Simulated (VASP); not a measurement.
Write the native input for VASP 6.6.1 that does the following.

```yaml
Task: single point
Functional: r2SCAN
Potentials_or_basis: VASP PAW PBE potentials, release 64 (Na_pv, Cl)
Cutoff: 520 eV
k_mesh: 8 × 8 × 8
Occupations: gaussian, width 0.01 eV
Spin: no spin polarisation
Dipole_correction: no
Further_INCAR_settings: ALGO = Normal; EDIFF = 1e-06; NBANDS = 14
```

The system is NaCl.

```
Na Cl
1.0
     0.05605    2.85875    2.85875
     2.85875    0.05605    2.85875
     2.85875    2.85875    0.05605
Na Cl
1 1
Direct
  0.00000 0.00000 0.00000
  0.50000 0.50000 0.50000
```

This cell differs from its parent crystal: strain along [111] +3.0%.

These files were run (other wordings do the same):

POSCAR

```
NaCl
1.0
    0.0560539768      2.8587528159      2.8587528159
    2.8587528159      0.0560539768      2.8587528159
    2.8587528159      2.8587528159      0.0560539768
Na Cl
1 1
Direct
    0.0000000000      0.0000000000      0.0000000000
    0.5000000000      0.5000000000      0.5000000000
```

INCAR.step1

```
SYSTEM = NaCl
PREC     = Accurate       ! precision mode
ENCUT    = 520            ! plane-wave cutoff, eV
ISMEAR   = 0              ! smearing method
SIGMA    = 0.01           ! smearing width, eV
LREAL    = .False.        ! projectors in reciprocal space
LASPH    = .True.         ! aspherical terms in the spheres
NELM     = 80             ! most SCF steps
NBANDS   = 14             ! bands
GGA      = PE             ! functional
ALGO     = Normal         ! electronic algorithm
EDIFF    = 1E-4           ! SCF threshold, eV
LWAVE    = .True.         ! write WAVECAR
LCHARG   = .False.        ! write CHGCAR
```

INCAR.step2

```
SYSTEM = NaCl
PREC     = Accurate       ! precision mode
ENCUT    = 520            ! plane-wave cutoff, eV
EDIFF    = 1E-6           ! SCF threshold, eV
ISMEAR   = 0              ! smearing method
SIGMA    = 0.01           ! smearing width, eV
LREAL    = .False.        ! projectors in reciprocal space
LASPH    = .True.         ! aspherical terms in the spheres
NELM     = 80             ! most SCF steps
ALGO     = Normal         ! electronic algorithm
ISIF     = 2              ! what is computed and relaxed
LWAVE    = .False.        ! write WAVECAR
LCHARG   = .False.        ! write CHGCAR
METAGGA  = R2SCAN         ! meta-GGA
LMIXTAU  = .True.       
NBANDS   = 14             ! bands
ISTART   = 1
```

KPOINTS

```
Automatic mesh
0
Gamma
  8 8 8
  0 0 0
```

Potentials or basis: VASP PAW PBE potentials, release 64 (Na_pv, Cl).

The run is started by

```console
$ cat potpaw_PBE.64/Na_pv/POTCAR potpaw_PBE.64/Cl/POTCAR > POTCAR
$ cp INCAR.step1 INCAR
$ mpirun -np 1 vasp_std > vasp.out
$ cp INCAR.step2 INCAR
$ mpirun -np 1 vasp_std > vasp.out
```

Results of the run:

The pressure is -0.9 GPa. The band gap on the k mesh is 5.83 eV, direct.

Caveat: the cell differs from its parent crystal (strain along [111] +3.0%); the PAW data sets were made with another functional, which shifts forces and pressure a little.

It took 2.1 min on 1 thread of AMD EPYC 7R13 Processor (Zen 3), with other jobs on the host, peak memory 0.15 GiB.
